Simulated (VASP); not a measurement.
# Nb32H (a cell with a defect) in VASP: further runs

Runs on Nb32H (a cell with a defect). Level: PBE. Tasks: single point.

Everything below comes from runs of VASP 6.6.1. Logs are shortened: lines on timing, memory, paths and dates and some standing lists are left out, and cuts for length are marked.

### Step 1. The cell of the first run

The cell holds a defect, 33 atoms: a = 9.365 Å, b = 9.365 Å, c = 9.365 Å, α = 60.00°, β = 60.00°, γ = 60.00°.

### Step 2. Single point, PBE

File INCAR:

```
  PREC = Accurate
  ENCUT = 520
  EDIFF = 1E-6
  ISMEAR = 0
  SIGMA = 0.1
  LREAL = Auto
  LASPH = True
  NELM = 100
  ALGO = Normal
  ISIF = 2
  LWAVE = False
  LCHARG = False
  GGA = PE
  NBANDS = 230
  LUSENCCL = False
```

File KPOINTS:

```
regular mesh
0
Gamma
  3 3 3
```

File POSCAR:

```
Nb32H
1.0
    0.0000000000      6.6222320022      6.6222320022
   -6.6222320022      6.6222320022      0.0000000000
   -6.6222320022      0.0000000000      6.6222320022
Nb H
32 1
Direct
    0.0020388141     -0.0000696895     -0.0020342839
    0.0022030337      0.4997617116     -0.0021982015
   -0.0030903478      0.0023658187      0.4968891152
    0.1256977254      0.1235925440      0.1239566206
   -0.0034076879      0.5044928204      0.4965658858
    0.1261598808      0.6260609714      0.1239284579
    0.1137848236      0.1405620491      0.6094397627
    0.2476551712      0.2534258841      0.2455064998
    0.5034395501     -0.0023542667      0.0034128221
    0.1253296471      0.6241866788      0.6258447301
    0.2523789561      0.7468974204      0.2538328466
    0.2500767867      0.2491779961      0.7499292532
    0.3741262008      0.3737121410      0.3762784963
    0.5031156412      0.4961596783      0.0030952555
    0.4991848668      0.0000614596      0.5008211731
    0.6253778935      0.1241435667      0.1258043360
    0.2499495637      0.7519966075      0.7500548151
    0.3736056060      0.8756851161      0.3767474470
    0.3741599508      0.3753569792      0.8746756378
    0.4965957851      0.4999023741      0.5034094998
    0.6294737180      0.6195699575      0.1304197738
    0.6237276191      0.1241119308      0.6258785555
    0.7499183052      0.2465797030      0.2500869797
    0.3905652202      0.8637810482      0.8862206123
    0.6232576114      0.6260332617      0.6263991504
    0.7497780202      0.7521864227      0.2502268117
    0.7461718343      0.2531042403      0.7476261778
    0.8695865681      0.3794592215      0.3705305098
    0.7544987095      0.7465821944      0.7523501892
    0.8742017794      0.8753204355      0.3746261078
    0.8760481357      0.3732418313      0.8743071819
    0.8760763740      0.8761435718      0.8738460081
    0.2280935641      0.9777888328      0.7719115697
```

Potentials or basis: VASP PAW PBE potentials, release 64 (Nb_sv, H).

Run with:

```bash
$ cat potpaw_PBE.64/Nb_sv/POTCAR potpaw_PBE.64/H/POTCAR > POTCAR
$ mpirun -np 1 vasp_std > vasp.out
```

OUTCAR:

```text
PREC = Accurate
   ENCUT = 520
   EDIFF = 1E-6
   ISMEAR = 0
   LREAL = Auto
   LASPH = True
   NELM = 100
   ISIF = 2
   GGA = PE

 ion  position               nearest neighbor table
   1  0.002  1.000  0.998-  31 2.85   4 2.85  32 2.86   6 2.86  30 2.88  16 2.88   7 2.97  24 2.97

   2  0.002  0.500  0.998-  19 2.84  10 2.84  28 2.85  21 2.85   4 2.88  31 2.88  32 2.88   6 2.88

   3  0.997  0.002  0.497-   7 2.81  30 2.84   4 2.85  22 2.85  18 2.88  32 2.88  28 2.88  10 2.89

   4  0.126  0.124  0.124-   3 2.85   1 2.85   8 2.86  12 2.86  23 2.87   2 2.88  11 2.88   9 2.89

   5  0.997  0.504  0.497-   7 2.78  30 2.84   6 2.85  25 2.86  13 2.89  10 2.89  31 2.89  28 2.89

   6  0.126  0.626  0.124-   8 2.85   5 2.85   1 2.86  17 2.86  26 2.88   2 2.88  14 2.88  11 2.88

   7  0.114  0.141  0.609-  33 1.86   5 2.78   8 2.78  27 2.81   3 2.81  12 2.95  15 2.95   1 2.97
                            17 2.97
   8  0.248  0.253  0.246-   7 2.78  19 2.84   6 2.85   4 2.86  13 2.89  16 2.89  18 2.89  28 2.89

   9  0.503  0.998  0.003-  24 2.78  16 2.84  32 2.85  18 2.86  22 2.89  19 2.89   4 2.89  21 2.89

  10  0.125  0.624  0.626-  29 2.84  20 2.84   2 2.84  11 2.84  12 2.87  17 2.88   5 2.89   3 2.89
[... 33 lines left out ...]
  27  0.746  0.253  0.748-   7 2.81  19 2.84  25 2.85  22 2.85  31 2.88  32 2.88  28 2.88  16 2.89

  28  0.870  0.379  0.371-  26 2.85   2 2.85  20 2.85  23 2.85   3 2.88  27 2.88   8 2.89   5 2.89

  29  0.754  0.747  0.752-  24 2.78  10 2.84  32 2.85  31 2.86  22 2.89  30 2.89  25 2.89  21 2.89

  30  0.874  0.875  0.375-   5 2.84  23 2.84  26 2.84   3 2.84  15 2.87   1 2.88  29 2.89  11 2.89

  31  0.876  0.373  0.874-  14 2.85   1 2.85  29 2.86  12 2.86  23 2.87   2 2.88  27 2.88   5 2.89

  32  0.876  0.876  0.874-  29 2.85   9 2.85   1 2.86  17 2.86  26 2.88   2 2.88   3 2.88  27 2.88

  33  0.228  0.978  0.772-   7 1.86  24 1.86

  LATTYP: Found a face centered cubic cell.
 ALAT       =    13.2444640044

  Lattice vectors:

 A1 = (   0.0000000000,   6.6222320022,   6.6222320022)
 A2 = (  -6.6222320022,   6.6222320022,   0.0000000000)
 A3 = (  -6.6222320022,   0.0000000000,   6.6222320022)

Analysis of symmetry for initial positions (statically):
=====================================================================
 Subroutine PRICEL returns:
 Original cell was already a primitive cell.

 Routine SETGRP: Setting up the symmetry group for a
 face centered cubic supercell.

 Subroutine GETGRP returns: Found  2 space group operations
 (whereof  1 operations were pure point group operations)
 out of a pool of 48 trial point group operations.

The static configuration has the point symmetry C_1 .
 The point group associated with its full space group is C_1h.

Analysis of symmetry for dynamics (positions and initial velocities):
=====================================================================
 Subroutine PRICEL returns:
 Original cell was already a primitive cell.

 Routine SETGRP: Setting up the symmetry group for a
 face centered cubic supercell.

 Subroutine GETGRP returns: Found  2 space group operations
 (whereof  1 operations were pure point group operations)
 out of a pool of 48 trial point group operations.

The dynamic configuration has the point symmetry C_1 .
 The point group associated with its full space group is C_1h.

 Subroutine INISYM returns: Found  2 space group operations
 (whereof  1 operations are pure point group operations),
 and found     1 'primitive' translations

----------------------------------------------------------------------------------------

                                     Primitive cell

  volume of cell :     580.8222

  direct lattice vectors                    reciprocal lattice vectors
     0.000000000  6.622232002  6.622232002     0.075503244  0.075503244  0.075503244
    -6.622232002  6.622232002  0.000000000    -0.075503244  0.075503244 -0.075503244
    -6.622232002  0.000000000  6.622232002    -0.075503244 -0.075503244  0.075503244

  length of vectors
[... 46 lines left out ...]
   PSTRESS=    0.0 pullay stress
   NELECT =     417.0000    total number of electrons
   NUPDOWN=      -1.0000    fix difference up-down
   EMIN   =  10.00;   EMAX   =-10.00  energy-range for DOS
   EFERMI =   0.00;   METHOD = LEGACY
   ISMEAR =     0;   SIGMA  =   0.10  broadening in eV -4-tet -1-fermi 0-gaus
   EFERMI_NEDOS =   21; number of points for ismear=-14 and -15
   IALGO  =     38    algorithm
   IMIX   =      4    mixing-type and parameters
     AMIX     =   0.40;   BMIX     =  1.00
     AMIX_MAG =   1.60;   BMIX_MAG =  1.00
  volume/ion in A,a.u.               =      17.60       118.78
  Fermi-wavevector in a.u.,A,eV,Ry     =   1.465905  2.770159 29.237248  2.148877
  Thomas-Fermi vector in A             =   2.581706
   LORBIT       =      0    0 simple, 1 ext, 2 COOP (PROOUT), +10 PAW based schemes
   GGA     = PE    functional components
   LHFCALC =     F    Hartree Fock is set to
   AEXX    =    0.0000 exact exchange contribution
   IVDW    =     0    specifies the selected vdW correction
   LEPSILON=     F    determine dielectric tensor
   LRPA    =     F    only Hartree local field effects (RPA)
 non-spin polarized calculation
 Gauss-broadening in eV      SIGMA  =   0.10
  energy-cutoff  :      520.00
  volume of cell :      580.82
 maximum number of plane-waves:     15649
 NGX is ok and might be reduce to    70
   NGX = 35   NGY = 35   NGZ = 35

 number of electron     417.0000006 magnetization

 Free energy of the ion-electron system (eV)
  ---------------------------------------------------
  ext. energy  EPLUGINS =         0.00000000
  ---------------------------------------------------
  free energy    TOTEN  =      -330.81171184 eV

  energy without entropy =     -330.63451992  energy(sigma->0) =     -330.72311588

 E-fermi :  11.1061     XC(G=0): -12.4765

 val. band max:       11.0991520755   @ k =  -0.3333   0.3333  -0.3333
 cond. band min:      11.1566089692   @ k =  -0.3333   0.3333   0.0000
 fundamental gap:      0.0574568937
 Fermi energy:        11.1061114993

 k-point     1 :       0.0000    0.0000    0.0000
  band No.  band energies     occupation
      1     -43.2784      2.00000
      2     -43.1595      2.00000
      3     -43.1559      2.00000
      4     -43.1380      2.00000
      5     -43.1307      2.00000
      6     -43.1307      2.00000
[... 2219 lines left out ...]
    219      11.4861      0.00000
    220      11.9451      0.00000
 [bands above 220 left out]

------------------------ aborting loop because EDIFF is reached ----------------------------------------

  FORCE on cell =-STRESS in cart. coord.  units (eV):
  Direction    XX          YY          ZZ          XY          YZ          ZX
  --------------------------------------------------------------------------------------
  -------------------------------------------------------------------------------------
  Total       -1.5160748     -1.2303521      2.6325869     -0.0033059      0.0000000      0.0000000
  in kB       -4.1820386     -3.3938827      7.2618976     -0.0091192      0.0000000      0.0000000
  external PRESSURE =      -0.1046746 kB  Pullay stress =       0.0000000 kB

 VOLUME and BASIS-vectors are now :
 -----------------------------------------------------------------------------
  energy-cutoff  :      520.00
  volume of cell :      580.82
      direct lattice vectors                 reciprocal lattice vectors
     0.000000000  6.622232002  6.622232002     0.075503244  0.075503244  0.075503244
    -6.622232002  6.622232002  0.000000000    -0.075503244  0.075503244 -0.075503244
    -6.622232002  0.000000000  6.622232002    -0.075503244 -0.075503244  0.075503244

 POSITION                                       TOTAL-FORCE (eV/Angst)
 -----------------------------------------------------------------------------------
    -13.23053      6.63527      6.62226        -0.002208      0.008020      0.000000
     -9.91721      3.32413      6.62226        -0.006822     -0.000209      0.000000
     -3.30618      6.61743      9.89228        -0.002505      0.014630      0.005466
     -1.63933      1.65086      1.65327        -0.003069      0.005102      0.001251
     -6.62924      9.94053      9.88804        -0.000406      0.011180      0.000073
     -4.96660      4.98138      1.65614        -0.000075      0.007633      0.003424
[... 25 lines left out ...]
    -11.58884     11.60361     11.58839        -0.000075      0.007633     -0.003424
    -11.58692      7.98563      6.62227         0.000598     -0.401134      0.000000
 -----------------------------------------------------------------------------------
    total drift:                                0.001292      0.002346      0.003733

  FREE ENERGIE OF THE ION-ELECTRON SYSTEM (eV)
  ---------------------------------------------------
  free  energy   TOTEN  =      -330.8117118380 eV

  energy  without entropy=     -330.6345199206  energy(sigma->0) =     -330.72311588
```

Run time: 5.6 min. Hardware: 1 × NVIDIA H100 80GB with 1 thread of AMD EPYC 7R13 (Zen 3), shared host; peak memory 2.1 GiB.

Results:

```
Free energy            : -330.8117 eV
Pressure               : 0.0 GPa
Largest force          : 0.401 eV/Å
Band gap on the k mesh : zero (an odd number of electrons rules out a gap without spin polarisation)
```

Forces in eV/Å, atoms in the order of the input:
```
Nb  -0.002  0.008  0.000
Nb  -0.007  0.000  0.000
Nb  -0.003  0.015  0.005
Nb  -0.003  0.005  0.001
Nb   0.000  0.011  0.000
Nb   0.000  0.008  0.003
Nb  -0.002  0.053  0.033
Nb   0.000  0.011 -0.002
Nb   0.000  0.011  0.000
Nb   0.000  0.006 -0.003
Nb   0.002  0.015 -0.004
Nb  -0.016  0.029  0.000
Nb   0.000  0.017  0.001
Nb  -0.003  0.015 -0.005
Nb   0.014  0.028  0.000
Nb   0.002  0.006 -0.003
Nb   0.001  0.008  0.000
Nb   0.004  0.005 -0.001
Nb   0.000  0.006  0.003
Nb   0.000  0.009  0.000
Nb   0.001  0.004 -0.013
Nb   0.000  0.017 -0.001
Nb   0.002  0.007  0.000
Nb  -0.002  0.053 -0.033
Nb   0.004  0.005  0.001
Nb   0.006  0.000  0.000
Nb   0.002  0.015  0.004
Nb   0.001  0.004  0.013
Nb   0.000  0.011  0.002
Nb   0.002  0.006  0.003
Nb  -0.003  0.005 -0.001
Nb   0.000  0.008 -0.003
H    0.001 -0.401  0.000
```

### Step 3. Single point, PBE

File INCAR:

```
PREC     = Accurate       # precision mode
ENCUT    = 520            # plane-wave cutoff, eV
EDIFF    = 1E-7           # SCF threshold, eV
ISMEAR   = 0              # smearing method
SIGMA    = 0.1            # smearing width, eV
LREAL    = Auto         
LASPH    = True           # aspherical terms in the spheres
NELM     = 80             # most SCF steps
ALGO     = Normal         # electronic algorithm
ISIF     = 2              # what is computed and relaxed
LWAVE    = False          # write WAVECAR
LCHARG   = False          # write CHGCAR
GGA      = PE             # functional
NBANDS   = 230            # bands
LUSENCCL = False
```

KPOINTS is that of step 2.

File POSCAR:

```
Nb32H
1.0
    0.0000000000      6.6222320022      6.6222320022
   -6.6222320022      6.6222320022      0.0000000000
   -6.6222320022      0.0000000000      6.6222320022
Nb H
32 1
Direct
    0.0008159636     -0.0000707465     -0.0008220038
    0.0034150872      0.5000869041     -0.0034202215
   -0.0034310939      0.0023501895      0.4965821945
    0.1264028502      0.1243071822      0.1232418314
   -0.0031092236      0.5038328465      0.4968974205
    0.1258831614      0.6262784962      0.1237121411
    0.1094331186      0.1362206126      0.6137810482
    0.2476294246      0.2530952554      0.2461596784
    0.5030977469     -0.0023738220      0.0031042404
    0.1258516766      0.6246261077      0.6253204356
    0.2523489813      0.7465658857      0.2544928205
    0.2500651592      0.2479657160      0.7499303103
    0.3738506895      0.3739284578      0.3760609715
    0.5034124445      0.4955064998      0.0034258842
    0.4979990129      0.0000548154      0.5019966076
    0.6258073560      0.1246755625      0.1253570548
    0.2499325000      0.7508211730      0.7500614594
    0.3743099757      0.8763991503      0.3760332618
    0.3746741279      0.3758042604      0.8741436419
    0.4978087447      0.5002268116      0.5021864228
    0.6304236998      0.6205303587      0.1294593726
    0.6239340450      0.1238460084      0.6261435719
    0.7502334558      0.2478017985      0.2497617117
    0.3862133642      0.8594397626      0.8905620489
    0.6239618302      0.6267474469      0.6256851162
    0.7500923402      0.7534094997      0.2499023742
    0.7455018940      0.2534128221      0.7476457331
    0.8705366254      0.3804196982      0.3695700331
    0.7538354891      0.7468891906      0.7523657429
    0.8746389432      0.8758447300      0.3741866789
    0.8767531850      0.3739565450      0.8735924682
    0.8762818938      0.8758785555      0.8741119306
    0.2722060326      1.0219115697      0.7277888329
```

Potentials or basis: VASP PAW PBE potentials, release 64 (Nb_sv, H).

Run with:

```bash
$ cat potpaw_PBE.64/Nb_sv/POTCAR potpaw_PBE.64/H/POTCAR > POTCAR
$ mpirun -np 1 vasp_std > vasp.out
```

Wall time 6.1 min (1 × NVIDIA H100 80GB with 1 thread of AMD EPYC 7R13 (Zen 3), shared host); peak memory 2.1 GiB.

It converged, with:

```
Free energy            : -330.8117 eV
Pressure               : 0.0 GPa
Largest force          : 0.401 eV/Å
Band gap on the k mesh : zero (an odd number of electrons rules out a gap without spin polarisation)
```

Forces in eV/Å, atoms in the order of the input:
```
Nb  -0.014 -0.029  0.000
Nb   0.000 -0.010  0.000
Nb   0.000 -0.011  0.000
Nb  -0.003 -0.005  0.000
Nb   0.003 -0.015  0.005
Nb   0.000 -0.017 -0.001
Nb   0.000 -0.053  0.033
Nb  -0.002 -0.015  0.004
Nb   0.003 -0.015 -0.005
Nb   0.000 -0.007 -0.003
Nb   0.000 -0.011  0.002
Nb  -0.001 -0.009  0.000
Nb   0.000 -0.008 -0.003
Nb   0.000 -0.011  0.000
Nb   0.003 -0.008  0.000
Nb  -0.001 -0.006 -0.003
Nb   0.015 -0.029  0.000
Nb   0.003 -0.005 -0.001
Nb   0.000 -0.007  0.003
Nb   0.007  0.001  0.000
Nb  -0.001 -0.003 -0.012
Nb   0.000 -0.008  0.003
Nb  -0.006  0.000  0.000
Nb   0.000 -0.053 -0.033
Nb   0.003 -0.005  0.001
Nb  -0.002 -0.007  0.000
Nb   0.000 -0.011 -0.002
Nb  -0.001 -0.003  0.012
Nb  -0.002 -0.015 -0.004
Nb  -0.001 -0.006  0.003
Nb  -0.003 -0.005  0.000
Nb   0.000 -0.017  0.001
H    0.001  0.401  0.000
```

Stress tensor (GPa, compression positive):
```
-0.42  0.00  0.00
 0.00 -0.34  0.00
 0.00  0.00  0.73
```

Levels at points of the mesh, in eV from the Fermi level:
| k point | band 206 | band 207 | band 208 | band 209 | band 210 | band 211 |
| --- | --- | --- | --- | --- | --- | --- |
| (0.00, 0.00, 0.00) | -1.02 | -0.99 | -0.98 | -0.97 | 0.34 | 0.37 |

### Step 4. Single point, PBE

File INCAR:

```
SYSTEM = Nb32H
PREC = Accurate ; ENCUT = 520
EDIFF = 1E-6 ; ISMEAR = 0
SIGMA = 0.1 ; LREAL = Auto
LASPH = .True. ; NELM = 80
ALGO = Normal ; ISIF = 2
LWAVE = .False. ; LCHARG = .False.
GGA = PE ; NBANDS = 230
LUSENCCL = .False.
```

File KPOINTS:

```
Automatic mesh
0
Gamma
  3 3 3
  0 0 0
```

File POSCAR:

```
Nb32H
1.0
    0.0000000000      6.6222320022      6.6222320022
   -6.6222320022      6.6222320022      0.0000000000
   -6.6222320022      0.0000000000      6.6222320022
Nb H
32 1
Direct
   -0.0006435897     -0.0002355701      0.0006327172
    0.0021783441      0.5002717360     -0.0021886125
   -0.0028640646      0.0017244186      0.4975738541
    0.1260505521      0.1250534563      0.1236503040
   -0.0023228573      0.5022422197      0.4981058499
    0.1252101255      0.6254168532      0.1245680459
    0.1121201280      0.1310531705      0.6189333896
    0.2480404642      0.2518811632      0.2477425284
    0.5018839568     -0.0019645944      0.0023128154
    0.1255170462      0.6253065430      0.6251485902
    0.2517251735      0.7471321600      0.2535461608
    0.2497527268      0.2514113821      0.7502374575
    0.3743174505      0.3748894631      0.3750946809
    0.5024156506      0.4964444011      0.0028537206
    0.5014387142     -0.0002582966      0.4985514701
    0.6259877332      0.1248393291      0.1246726179
    0.2497697905      0.7493540695      0.7502191857
    0.3750576089      0.8760442851      0.3752212999
    0.3748412166      0.3759832786      0.8744729116
    0.4993114858      0.5005388665      0.5006786985
    0.6288952877      0.6222544753      0.1277302728
    0.6248948993      0.1243127694      0.6256715256
    0.7505469453      0.2493050681      0.2494430880
    0.3810560396      0.8621177117      0.8878691502
    0.6247693374      0.6263333116      0.6249325754
    0.7502781537      0.7521719261      0.2497115775
    0.7464435704      0.2524137631      0.7482644067
    0.8722601380      0.3788914371      0.3710934620
    0.7522474293      0.7476740468      0.7519496445
    0.8753182459      0.8755098731      0.3740014695
    0.8763395028      0.3747635992      0.8739403117
    0.8754202508      0.8752049155      0.8747796812
    0.2930681830      1.0429932835      0.7069210953
```

Run with:

```bash
$ cat potpaw_PBE.64/Nb_sv/POTCAR potpaw_PBE.64/H/POTCAR > POTCAR
$ mpirun -np 1 vasp_std > vasp.out
```

Wall time 5.4 min (1 × NVIDIA H100 80GB with 1 thread of AMD EPYC 7R13 (Zen 3), shared host); peak memory 2.1 GiB.

It converged, with:

```yaml
Free_energy: -330.9355 eV
Pressure: 0.0 GPa
Largest_force: 0.321 eV/Å
Band_gap_on_the_k_mesh: zero (an odd number of electrons rules out a gap without spin polarisation)
```

Forces on the atoms (eV/Å):
```
Nb  -0.011 -0.026  0.000
Nb  -0.011 -0.018  0.000
Nb  -0.003 -0.009  0.011
Nb  -0.009 -0.006  0.000
Nb   0.003 -0.015  0.015
Nb   0.000 -0.023  0.002
Nb   0.001 -0.031  0.063
Nb  -0.002 -0.015  0.013
Nb   0.003 -0.015 -0.015
Nb  -0.004 -0.006 -0.004
Nb   0.003 -0.009 -0.009
Nb  -0.030  0.014  0.000
Nb   0.000  0.001 -0.003
Nb  -0.003 -0.009 -0.011
Nb   0.029  0.013  0.000
Nb   0.003 -0.007 -0.004
Nb   0.010 -0.024  0.000
Nb   0.010 -0.006 -0.002
Nb  -0.004 -0.006  0.004
Nb   0.008  0.004  0.000
Nb   0.000 -0.009 -0.027
Nb   0.000  0.001  0.003
Nb  -0.009  0.004  0.000
Nb   0.001 -0.031 -0.063
Nb   0.010 -0.006  0.002
Nb   0.011 -0.017  0.000
Nb   0.003 -0.009  0.009
Nb   0.000 -0.009  0.027
Nb  -0.002 -0.015 -0.013
Nb   0.003 -0.007  0.004
Nb  -0.009 -0.006  0.000
Nb   0.000 -0.023 -0.002
H   -0.001  0.321  0.000
```

Stress tensor (GPa, compression positive):
```
-0.28  0.00  0.00
 0.00 -0.13  0.00
 0.00  0.00  0.33
```

Levels at points of the mesh, in eV from the Fermi level:
| k point | band 206 | band 207 | band 208 | band 209 | band 210 | band 211 |
| --- | --- | --- | --- | --- | --- | --- |
| (0.00, 0.00, 0.00) | -1.03 | -1.01 | -1.00 | -0.98 | 0.35 | 0.37 |

### Step 5. Overview

| cell | gap on the mesh (eV) | pressure (GPa) | largest force (eV/Å) |
| --- | --- | --- | --- |
| as given, atomic positions A | none | 0.0 | 0.40 |
| as given, atomic positions B | none | 0.0 | 0.40 |
| as given, atomic positions C | none | 0.0 | 0.32 |

Alike in all rows: task single point; level PBE; potentials or basis VASP PAW PBE potentials, release 64 (Nb_sv, H); no spin polarisation; k mesh 3 × 3 × 3; cutoff (eV) 520; smearing gaussian 0.1 eV.

Total energies depend on the potentials used, so only differences within one code and one set of settings carry meaning.

The gap in the log of VASP goes by the Fermi energy; the results here count the filled bands.